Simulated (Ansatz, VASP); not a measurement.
## Two plane-wave programs on YP

```
Y P
1.0
     3.41574    0.00000    0.00000
     0.00000    3.41574    0.00000
     0.00000    0.00000    3.41574
Y P
1 1
Direct
  0.00000 0.00000 0.00000
  0.50000 0.50000 0.50000
```

Alike in both runs: task single point; functional LDA; k mesh 6 × 6 × 6; occupations gaussian, width 0.05 eV; no spin polarisation.

|  | VASP | Ansatz |
| --- | --- | --- |
| version | VASP 6.6.1 | Ansatz 0.2.0 |
| potentials or method | VASP PAW LDA potentials, release 64 (Y_sv, P), cutoff 500 eV | scalar-relativistic, plane waves, PAW |
| valence electrons in the cell | 16 | 16 |

```tsv
	VASP	Ansatz	Ansatz less VASP
gap on the k mesh at the Fermi level (eV)	none	none	-
pressure (GPa)	-1.0	-0.9	+0.01
```

LDA's correlation is that of Perdew and Zunger in VASP and of Perdew and Wang (1992) in Ansatz. A gap of «none» marks a metal or a gap that the smearing closes.
